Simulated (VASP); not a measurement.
# TiTe2 (P4_2/nmc) in VASP: single point with PBE

Aim: the single point of TiTe2 with PBE.

Program: VASP 6.6.1. These are calculated values, not measurements. Logs are shortened: lines on timing, memory, paths and dates and some standing lists are left out, and cuts for length are marked.

## 1. The cell of the first run

The structure is tetragonal, space group P4_2/nmc (No. 137). Conventional cell: a = 4.844 Å, b = 4.844 Å, c = 7.044 Å, α = 90.00°, β = 90.00°, γ = 90.00°. Ti (site symmetry -4m2) has 8 Te at 2.81 to 3.20 Å within 3.7 Å. Within 3.7 Å of Te (site symmetry 2mm) lie 4 Ti at 2.81 to 3.20 Å and 6 Te at 3.49 to 3.52 Å.

## 2. Single point, PBE

INCAR reads:

```
  PREC = Accurate
  ENCUT = 520
  EDIFF = 1E-6
  ISMEAR = 0
  SIGMA = 0.1
  LREAL = F
  LASPH = T
  NELM = 60
  ALGO = Normal
  ISIF = 2
  LWAVE = F
  LCHARG = T
  GGA = PE
  LELF = T
  LVHAR = T
  NBANDS = 33
```

KPOINTS reads:

```
regular mesh
0
Gamma
  8 8 6
```

POSCAR reads:

```
TiTe2
1.0
    4.8438841752      0.0000000000      0.0000000000
    0.0000000000      4.8438841752      0.0000000000
    0.0000000000      0.0000000000      7.0444439445
Ti Te
2 4
Direct
    0.0000000000      0.0000000000      0.0000000000
    0.5000000000      0.5000000000      0.5000000000
    0.0000000000      0.5000000000      0.2975063441
    0.0000000000      0.5000000000      0.7975063441
    0.5000000000      0.0000000000      0.7024936559
    0.5000000000      0.0000000000      0.2024936559
```

Potentials or basis: VASP PAW PBE potentials, release 64 (Ti_sv, Te).

Started as:

```console
cat potpaw_PBE.64/Ti_sv/POTCAR potpaw_PBE.64/Te/POTCAR > POTCAR
mpirun -np 1 vasp_std > vasp.out
```

OUTCAR:

```text
PREC = Accurate
   ENCUT = 520
   EDIFF = 1E-6
   ISMEAR = 0
   LREAL = F
   LASPH = T
   NELM = 60
   ISIF = 2
   GGA = PE

 ion  position               nearest neighbor table
   1  0.000  0.000  0.000-   4 2.81   6 2.81   4 2.81   6 2.81   3 3.20   5 3.20   5 3.20   3 3.20

   2  0.500  0.500  0.500-   3 2.81   5 2.81   5 2.81   3 2.81   4 3.20   6 3.20   6 3.20   4 3.20

   3  0.000  0.500  0.298-   2 2.81   2 2.81   1 3.20   1 3.20   6 3.49   6 3.49   6 3.49   6 3.49
                             4 3.52   4 3.52
   4  0.000  0.500  0.798-   1 2.81   1 2.81   2 3.20   2 3.20   5 3.49   5 3.49   5 3.49   5 3.49
                             3 3.52   3 3.52
   5  0.500  0.000  0.702-   2 2.81   2 2.81   1 3.20   1 3.20   4 3.49   4 3.49   4 3.49   4 3.49
                             6 3.52   6 3.52
   6  0.500  0.000  0.202-   1 2.81   1 2.81   2 3.20   2 3.20   3 3.49   3 3.49   3 3.49   3 3.49
                             5 3.52   5 3.52

  LATTYP: Found a simple tetragonal cell.
 ALAT       =     4.8438841752
 C/A-ratio  =     1.4542965293

  Lattice vectors:

 A1 = (   4.8438841752,   0.0000000000,   0.0000000000)
 A2 = (   0.0000000000,   4.8438841752,   0.0000000000)
 A3 = (   0.0000000000,   0.0000000000,   7.0444439445)

Analysis of symmetry for initial positions (statically):
=====================================================================
 Subroutine PRICEL returns:
 Original cell was already a primitive cell.

 Routine SETGRP: Setting up the symmetry group for a
 simple tetragonal supercell.

 Subroutine GETGRP returns: Found 16 space group operations
 (whereof  8 operations were pure point group operations)
 out of a pool of 16 trial point group operations.

The static configuration has the point symmetry D_2d.
 The point group associated with its full space group is D_4h.

Analysis of symmetry for dynamics (positions and initial velocities):
=====================================================================
 Subroutine PRICEL returns:
 Original cell was already a primitive cell.

 Routine SETGRP: Setting up the symmetry group for a
 simple tetragonal supercell.

 Subroutine GETGRP returns: Found 16 space group operations
 (whereof  8 operations were pure point group operations)
 out of a pool of 16 trial point group operations.

The dynamic configuration has the point symmetry D_2d.
 The point group associated with its full space group is D_4h.

 Subroutine INISYM returns: Found 16 space group operations
 (whereof  8 operations are pure point group operations),
 and found     1 'primitive' translations
[... 106 lines left out ...]
   NSW    =      0    number of steps for IOM
   IBRION =     -1    ionic relax: 0-MD 1-quasi-New 2-CG
   NFREE  =      0    steps in history (QN), initial steepest desc. (CG)
   ISIF   =      2    stress and relaxation
   ISYM   =      2    0-nonsym 1-usesym 2-fastsym
   POTIM  = 0.5000    time-step for ionic-motion
   TEBEG  =    0.0;   TEEND  =   0.0 temperature during run
   PSTRESS=    0.0 pullay stress
   NELECT =      48.0000    total number of electrons
   NUPDOWN=      -1.0000    fix difference up-down
   EMIN   =  10.00;   EMAX   =-10.00  energy-range for DOS
   EFERMI =   0.00;   METHOD = LEGACY
   ISMEAR =     0;   SIGMA  =   0.10  broadening in eV -4-tet -1-fermi 0-gaus
   EFERMI_NEDOS =   21; number of points for ismear=-14 and -15
   IALGO  =     38    algorithm
   IMIX   =      4    mixing-type and parameters
     AMIX     =   0.40;   BMIX     =  1.00
     AMIX_MAG =   1.60;   BMIX_MAG =  1.00
  volume/ion in A,a.u.               =      27.55       185.90
  Fermi-wavevector in a.u.,A,eV,Ry     =   1.084120  2.048689 15.991134  1.175315
  Thomas-Fermi vector in A             =   2.220202
   LORBIT       =      0    0 simple, 1 ext, 2 COOP (PROOUT), +10 PAW based schemes
   GGA     = PE    functional components
   LHFCALC =     F    Hartree Fock is set to
   AEXX    =    0.0000 exact exchange contribution
   IVDW    =     0    specifies the selected vdW correction
   LEPSILON=     F    determine dielectric tensor
   LRPA    =     F    only Hartree local field effects (RPA)
 non-spin polarized calculation
 Gauss-broadening in eV      SIGMA  =   0.10
  energy-cutoff  :      520.00
  volume of cell :      165.29
 maximum number of plane-waves:      4528
   NGX = 19   NGY = 19   NGZ = 27

 number of electron      48.0000007 magnetization

 Free energy of the ion-electron system (eV)
  ---------------------------------------------------
  ext. energy  EPLUGINS =         0.00000000
  ---------------------------------------------------
  free energy    TOTEN  =       -30.30245618 eV

  energy without entropy =      -30.29250526  energy(sigma->0) =      -30.29748072

 E-fermi :   6.9540     XC(G=0):  -9.7051

 val. band max:        6.9496217733   @ k =   0.1250   0.1250   0.0000
 cond. band min:       6.9882823661   @ k =   0.0000   0.0000   0.3333
 fundamental gap:      0.0386605929
 Fermi energy:         6.9540395316

 k-point     1 :       0.0000    0.0000    0.0000
  band No.  band energies     occupation
      1     -50.8127      2.00000
      2     -50.8126      2.00000
      3     -27.0776      2.00000
      4     -27.0741      2.00000
      5     -27.0549      2.00000
      6     -27.0549      2.00000
[... 853 lines left out ...]
     32       8.9214      0.00000
     33       9.1235      0.00000

 [... further k-points ...]

------------------------ aborting loop because EDIFF is reached ----------------------------------------

  FORCE on cell =-STRESS in cart. coord.  units (eV):
  Direction    XX          YY          ZZ          XY          YZ          ZX
  --------------------------------------------------------------------------------------
  -------------------------------------------------------------------------------------
  Total        0.0025756      0.0025756      0.0286362      0.0000000      0.0000000      0.0000000
  in kB        0.0249665      0.0249665      0.2775820      0.0000000      0.0000000      0.0000000
  external PRESSURE =       0.1091717 kB  Pullay stress =       0.0000000 kB

 VOLUME and BASIS-vectors are now :
 -----------------------------------------------------------------------------
  energy-cutoff  :      520.00
  volume of cell :      165.29
      direct lattice vectors                 reciprocal lattice vectors
     4.843884175  0.000000000  0.000000000     0.206445894  0.000000000  0.000000000
     0.000000000  4.843884175  0.000000000     0.000000000  0.206445894  0.000000000
     0.000000000  0.000000000  7.044443945     0.000000000  0.000000000  0.141955846

 POSITION                                       TOTAL-FORCE (eV/Angst)
 -----------------------------------------------------------------------------------
      0.00000      0.00000      0.00000        -0.000000     -0.000000      0.000000
      2.42194      2.42194      3.52222        -0.000000     -0.000000      0.000000
      0.00000      2.42194      2.09577        -0.000000     -0.000000     -0.008013
      0.00000      2.42194      5.61799        -0.000000     -0.000000     -0.008013
      2.42194      0.00000      4.94868         0.000000     -0.000000      0.008013
      2.42194      0.00000      1.42646         0.000000      0.000000      0.008013
 -----------------------------------------------------------------------------------
    total drift:                                0.000000      0.000000      0.000000

  FREE ENERGIE OF THE ION-ELECTRON SYSTEM (eV)
  ---------------------------------------------------
  free  energy   TOTEN  =       -30.3024561825 eV

  energy  without entropy=      -30.2925052581  energy(sigma->0) =      -30.29748072
```

OSZICAR:

```text
N       E                     dE             d eps       ncg     rms          rms(c)
DAV:   1     0.444386041522E+03    0.44439E+03   -0.20766E+04  3976   0.136E+03
DAV:   2     0.198410992248E+02   -0.42454E+03   -0.40835E+03  4263   0.367E+02
DAV:   3    -0.315086993507E+02   -0.51350E+02   -0.48739E+02  6603   0.113E+02
DAV:   4    -0.354089447232E+02   -0.39002E+01   -0.38763E+01  5991   0.265E+01
[... 12 lines left out ...]
DAV:  17    -0.303024931158E+02    0.93491E-04   -0.12634E-04  6436   0.605E-02    0.136E-01
DAV:  18    -0.303024631058E+02    0.30010E-04   -0.29354E-05  5740   0.330E-02    0.708E-02
DAV:  19    -0.303024586217E+02    0.44841E-05   -0.49773E-06  5028   0.104E-02    0.336E-02
DAV:  20    -0.303024567126E+02    0.19092E-05   -0.90056E-07  3414   0.670E-03    0.180E-02
DAV:  21    -0.303024561825E+02    0.53006E-06   -0.54323E-07  3087   0.360E-03
   1 F= -.30302456E+02 E0= -.30297481E+02  d E =-.995092E-02
```

It took 4.4 min on 1 thread of Intel Xeon 6975P-C (Granite Rapids), shared host; peak memory 0.43 GiB.

What came out:

```
Free energy            : -30.3025 eV
Pressure               : 0.0 GPa
Largest force          : 0.008 eV/Å
Band gap on the k mesh : zero (band 24 reaches 7.07 eV, above the bottom of band 25 at 6.93 eV)
```

Forces in eV/Å, atoms in the order of the input:
```
Ti   0.000  0.000  0.000
Ti   0.000  0.000  0.000
Te   0.000  0.000 -0.008
Te   0.000  0.000 -0.008
Te   0.000  0.000  0.008
Te   0.000  0.000  0.008
```

Levels at points of the mesh, in eV from the Fermi level:
| k point | band 20 | band 21 | band 22 | band 23 | band 24 | band 25 | band 26 | band 27 | band 28 | band 29 |
| --- | --- | --- | --- | --- | --- | --- | --- | --- | --- | --- |
| (0.00, 0.00, 0.00) | -1.42 | -0.71 | -0.27 | -0.10 | -0.04 | 0.28 | 0.28 | 0.28 | 1.14 | 1.64 |
| (0.50, 0.00, 0.00) | -2.59 | -1.51 | -1.51 | -0.45 | -0.45 | 0.18 | 0.18 | 0.53 | 0.53 | 1.05 |
| (0.50, 0.50, 0.00) | -1.10 | -1.06 | -1.06 | -0.97 | -0.97 | 0.27 | 0.27 | 0.94 | 0.94 | 1.82 |
| (0.00, 0.00, 0.50) | -2.02 | -1.32 | -1.32 | 0.11 | 0.11 | 0.20 | 0.20 | 0.27 | 0.27 | 1.09 |
| (0.50, 0.00, 0.50) | -2.36 | -2.04 | -2.04 | -1.83 | -1.83 | 0.10 | 0.10 | 0.16 | 0.16 | 0.90 |
| (0.50, 0.50, 0.50) | -2.59 | -1.26 | -1.26 | -0.16 | -0.16 | 0.48 | 0.48 | 1.11 | 1.11 | 1.11 |

Caveat: spin-orbit coupling is left out, which moves the levels of the heavy elements.
